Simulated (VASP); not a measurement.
# Al (P1) in VASP: relaxation of cell and atoms with PBE

Aim: the relaxation of cell and atoms of Al with PBE.

Everything below comes from runs of VASP 6.6.1. Logs are shortened: lines on timing, memory, paths and dates and some standing lists are left out, and cuts for length are marked.

**1. The cell of the first run**

The typed cell holds 12 atoms: a = 2.788 Å, b = 5.040 Å, c = 14.118 Å, α = 90.46°, β = 88.67°, γ = 89.24°.

**2. Relaxation of cell and atoms, PBE**

The input, INCAR:

```
SYSTEM = Al
ALGO = Fast
EDIFF = 1E-7
EDIFFG = -0.025
ENCUT = 600
GGA = PE
IBRION = 2
ISIF = 3
ISMEAR = 0
LASPH = .TRUE.
LCHARG = .FALSE.
LREAL = .FALSE.
LWAVE = .FALSE.
NELM = 80
NSW = 80
PREC = Accurate
SIGMA = 0.2
```

The input, KPOINTS:

```
k-points
0
G
  8 4 2
  0 0 0
```

The input, POSCAR:

```
Al
1.0
    1.3773640124     -2.4233651173     -0.0327749379
   -4.3487099577     -2.5484295206      0.0202322293
    0.1310908130     -0.1115030714    -14.1167274319
Al
12
Direct
    0.4836631195      0.5118961966      0.9977706312
    0.0316919136      0.0059778129      0.9984801663
   -0.0164810631      0.6674420541      0.1672238513
    0.5038356494      0.1561620949      0.1660747497
    0.4890453836      0.4802315536      0.3306707161
    0.0217024715      0.0159786035      0.3363629169
   -0.0080706668      0.6800802476      0.5037100101
    0.4989204662      0.1599287705      0.4995405155
    0.4992117584      0.4749246299      0.6657783996
    0.0078403972     -0.0068284470      0.6668357624
   -0.0107633385      0.6825672261      0.8339395934
    0.4994039091      0.1716392572      0.8336126874
```

Potentials or basis: VASP PAW PBE potentials, release 64 (Al).

Run with:

```bash
$ cat potpaw_PBE.64/Al/POTCAR > POTCAR
$ mpirun -np 1 vasp_std > vasp.out
```

OUTCAR:

```text
SYSTEM = Al
   EDIFF = 1E-7
   EDIFFG = -0.025
   ENCUT = 600
   GGA = PE
   IBRION = 2
   ISIF = 3
   ISMEAR = 0
   LASPH = .TRUE.
   LREAL = .FALSE.
   NELM = 80
   NSW = 80
   PREC = Accurate

 ion  position               nearest neighbor table
   1  0.484  0.512  0.998-   2 2.78  11 2.83   3 2.84  11 2.85   2 2.86  12 2.87   3 2.90   2 2.94
                             2 2.96   4 2.99
   2  0.032  0.006  0.998-   1 2.78  12 2.78  11 2.83   4 2.84   4 2.85   1 2.86  12 2.91   1 2.94
                             3 2.94   1 2.96
   3  0.984  0.667  0.167-   4 2.79   5 2.83   1 2.84   4 2.88   5 2.89   1 2.90   4 2.92   4 2.94
                             2 2.94   6 2.96
   4  0.504  0.156  0.166-   3 2.79   6 2.83   5 2.83   2 2.84   2 2.85   3 2.88   3 2.92   6 2.92
                             3 2.94   1 2.99
   5  0.489  0.480  0.331-   6 2.69   6 2.76   4 2.83   3 2.83   3 2.89   8 2.89   7 2.94   6 2.98
                             7 3.02   6 3.10
   6  0.022  0.016  0.336-   5 2.69   5 2.76   8 2.78   8 2.78   4 2.83   7 2.92   4 2.92   3 2.96
                             5 2.98   5 3.10
   7  0.992  0.680  0.504-   8 2.77  10 2.78   8 2.82   9 2.85   9 2.91   6 2.92   5 2.94   8 2.96
                             8 2.98   5 3.02
   8  0.499  0.160  0.500-   7 2.77   6 2.78   6 2.78   7 2.82   9 2.82  10 2.84   5 2.89  10 2.91
                             7 2.96   7 2.98
   9  0.499  0.475  0.666-  10 2.80  10 2.80   8 2.82  12 2.83   7 2.85   7 2.91  11 2.92  10 2.93
                            11 2.96  10 2.99
  10  0.008  0.993  0.667-   7 2.78   9 2.80   9 2.80   8 2.84  11 2.84  12 2.85  12 2.89   8 2.91
                             9 2.93   9 2.99
  11  0.989  0.683  0.834-  12 2.80   1 2.83   2 2.83  10 2.84   1 2.85  12 2.86   9 2.92  12 2.93
                            12 2.93   9 2.96
  12  0.499  0.172  0.834-   2 2.78  11 2.80   9 2.83  10 2.85  11 2.86   1 2.87  10 2.89   2 2.91
                            11 2.93  11 2.93

  LATTYP: Found a triclinic cell.
 ALAT       =     2.7876341781
 B/A-ratio  =     5.1393920560
 C/A-ratio  =     1.8081477296
 COS(alpha) =     0.0104812620
 COS(beta)  =     0.0131916768
 COS(gamma) =     0.1717037517

  Lattice vectors:

 A1 = (   1.3773640124,  -2.4233651173,  -0.0327749379)
 A2 = (   1.2462731994,  -2.3118620459,  14.0839524940)
 A3 = (  -4.3487099577,  -2.5484295206,   0.0202322293)

Analysis of symmetry for initial positions (statically):
=====================================================================
 Subroutine PRICEL returns:
 Original cell was already a primitive cell.

 Routine SETGRP: Setting up the symmetry group for a
 triclinic supercell.

 Subroutine GETGRP returns: Found  1 space group operations
 (whereof  1 operations were pure point group operations)
[... 159 lines left out ...]
  Thomas-Fermi vector in A             =   2.053012
   LORBIT       =      0    0 simple, 1 ext, 2 COOP (PROOUT), +10 PAW based schemes
   GGA     = PE    functional components
   LHFCALC =     F    Hartree Fock is set to
   AEXX    =    0.0000 exact exchange contribution
   IVDW    =     0    specifies the selected vdW correction
   LEPSILON=     F    determine dielectric tensor
   LRPA    =     F    only Hartree local field effects (RPA)
 conjugate gradient relaxation of ions
 non-spin polarized calculation
 RMM-DIIS sequential band-by-band and
 Gauss-broadening in eV      SIGMA  =   0.20
  energy-cutoff  :      600.00
  volume of cell :      198.29
 maximum number of plane-waves:      6654
 NGX is ok and might be reduce to    24
   NGX = 11   NGY = 21   NGZ = 57

--------------------------------------- Ionic step        1  -------------------------------------------

 number of electron      36.0000000 magnetization

 Free energy of the ion-electron system (eV)
  ---------------------------------------------------
  ext. energy  EPLUGINS =         0.00000000
  ---------------------------------------------------
  free energy    TOTEN  =       -44.47983485 eV

  energy without entropy =      -44.39244972  energy(sigma->0) =      -44.43614229

------------------------ aborting loop because EDIFF is reached ----------------------------------------

  FORCE on cell =-STRESS in cart. coord.  units (eV):
  Direction    XX          YY          ZZ          XY          YZ          ZX
  --------------------------------------------------------------------------------------
  -------------------------------------------------------------------------------------
  Total        2.4518776      2.2587894     -0.9902359     -0.1007328     -0.4293584      0.9384159
  in kB       19.8110507     18.2509072     -8.0010578     -0.8139160     -3.4691944      7.5823543
  external PRESSURE =      10.0203000 kB  Pullay stress =       0.0000000 kB
[... 119 lines left out ...]
  FREE ENERGIE OF THE ION-ELECTRON SYSTEM (eV)
  ---------------------------------------------------
  free  energy   TOTEN  =       -44.6193940294 eV

  energy  without entropy=      -44.5404524288  energy(sigma->0) =      -44.57992323

[... ionic steps 4 to 13 ...]

--------------------------------------- Ionic step       14  -------------------------------------------

 number of electron      36.0000000 magnetization

------------------------ aborting loop because EDIFF is reached ----------------------------------------
[... 87 lines left out ...]
--------------------------------------- Ionic step       16  -------------------------------------------

 number of electron      36.0000000 magnetization

 Free energy of the ion-electron system (eV)
  ---------------------------------------------------
  ext. energy  EPLUGINS =         0.00000000
  ---------------------------------------------------
  free energy    TOTEN  =       -44.68033817 eV

  energy without entropy =      -44.60344248  energy(sigma->0) =      -44.64189033

 E-fermi :   7.8415     XC(G=0): -10.1659

 val. band max:        7.7342135285   @ k =  -0.3750   0.2500  -0.0000
 cond. band min:       7.8783795308   @ k =   0.3750   0.2500   0.0000
 fundamental gap:      0.1441660024
 Fermi energy:         7.8415136910

 k-point     1 :       0.0000    0.0000    0.0000
  band No.  band energies     occupation
      1      -3.1685      2.00000
      2      -2.4129      2.00000
      3      -2.4119      2.00000
      4      -0.1683      2.00000
      5      -0.1673      2.00000
      6       2.3182      2.00000
[... 661 lines left out ...]
     24      11.7464      0.00000
     25      13.7893      0.00000

 [... further k-points ...]
[... 5 lines left out ...]
  --------------------------------------------------------------------------------------
  -------------------------------------------------------------------------------------
  Total        0.0355718      0.0153493      0.0199938     -0.0149905     -0.0094654     -0.0131201
  in kB        0.2853010      0.1231080      0.1603588     -0.1202305     -0.0759167     -0.1052287
  external PRESSURE =       0.1895893 kB  Pullay stress =       0.0000000 kB
[... 27 lines left out ...]
  FREE ENERGIE OF THE ION-ELECTRON SYSTEM (eV)
  ---------------------------------------------------
  free  energy   TOTEN  =       -44.6803381724 eV

  energy  without entropy=      -44.6034424786  energy(sigma->0) =      -44.64189033

 reached required accuracy - stopping structural energy minimisation
```

It took 20 min on 1 thread of AMD EPYC 9R45 (Zen 5), shared host; peak memory 0.39 GiB.

Results:

```yaml
Free_energy: -44.6803 eV
Relaxed_volume: 16.65 Å³/atom
Relaxed_cell: a = 2.820 Å, b = 5.068 Å, c = 13.977 Å, α = 89.99°, β = 90.00°, γ = 89.99°
Space_group_after_relaxing_to_0.05_Å: Cmcm (No. 63)
Energy_gained_by_relaxing: 16.7 meV/atom
Ionic_steps: 16
Pressure_after_relaxing: 0.0 GPa
Largest_force_after_relaxing: 0.015 eV/Å
Band_gap_on_the_k_mesh: zero (band 18 reaches 9.84 eV, above the bottom of band 19 at 5.84 eV)
```

Forces in eV/Å, atoms in the order of the input:
```
Al   0.004  0.002 -0.001
Al   0.015  0.001  0.004
Al  -0.003 -0.001  0.007
Al  -0.005  0.004  0.001
Al  -0.001 -0.003 -0.006
Al   0.003 -0.003 -0.002
Al  -0.007 -0.006  0.006
Al  -0.004  0.006 -0.004
Al   0.000 -0.006 -0.010
Al  -0.002 -0.001  0.000
Al   0.008  0.003  0.006
Al  -0.007  0.004 -0.002
```

The path:
```csv
step,energy change (eV),largest force (eV/Å),pressure (GPa),volume (Å³)
1,0.0000,0.7682,1.00,198.29
2,-0.1131,0.4275,-0.33,201.26
3,-0.1396,0.2162,-1.21,203.62
4,-0.1764,0.1408,-0.14,200.40
5,-0.1788,0.1462,0.23,199.39
6,-0.1865,0.1069,0.05,199.76
7,-0.1878,0.0902,-0.05,199.98
8,-0.1928,0.0686,-0.05,199.99
9,-0.1949,0.0739,-0.04,199.99
10,-0.1976,0.0568,0.02,199.78
11,-0.1985,0.0405,0.09,199.58
12,-0.1998,0.0266,-0.07,200.00
13,-0.1998,0.0323,-0.10,200.08
14,-0.2002,0.0307,0.07,199.63
15,-0.2002,0.0308,0.06,199.66
16,-0.2005,0.0151,0.02,199.76
```

Final structure:
```
Al
1.0
     1.40934   -2.44247    0.00016
    -4.38937   -2.53412   -0.00072
     0.00041   -0.00107  -13.97685
Al
12
Direct
  0.49986 0.50293 0.00003
  0.99937 0.00321 0.00011
  0.00034 0.66854 0.16677
  0.50119 0.16855 0.16672
  0.49938 0.49673 0.33326
  0.99956 0.99675 0.33332
  0.99929 0.66415 0.50003
  0.50113 0.16438 0.49989
  0.49865 0.49729 0.66657
  0.00040 0.99731 0.66661
  0.99961 0.67026 0.83341
  0.50121 0.16989 0.83328
```

Levels at points of the mesh, in eV from the Fermi level:
| k point | band 16 | band 17 | band 18 | band 19 | band 20 | band 21 |
| --- | --- | --- | --- | --- | --- | --- |
| (0.00, 0.00, 0.00) | -2.29 | -2.26 | 0.43 | 0.66 | 0.66 | 1.09 |
| (0.50, 0.00, 0.00) | -0.26 | -0.26 | -0.26 | -0.16 | -0.15 | -0.13 |
| (0.00, 0.50, 0.00) | 1.55 | 1.71 | 1.71 | 1.73 | 1.73 | 2.42 |
| (0.50, 0.50, 0.00) | -2.13 | -2.02 | -2.02 | -2.01 | -2.00 | 0.80 |
| (0.00, 0.00, 0.50) | -1.99 | -1.00 | -1.00 | -0.68 | -0.68 | 3.29 |
| (0.50, 0.00, 0.50) | -0.68 | -0.63 | -0.63 | -0.63 | -0.63 | 0.40 |
| (0.00, 0.50, 0.50) | -0.68 | 1.74 | 1.74 | 1.74 | 1.74 | 2.95 |
| (0.50, 0.50, 0.50) | -3.02 | -0.60 | -0.60 | -0.60 | -0.59 | -0.44 |
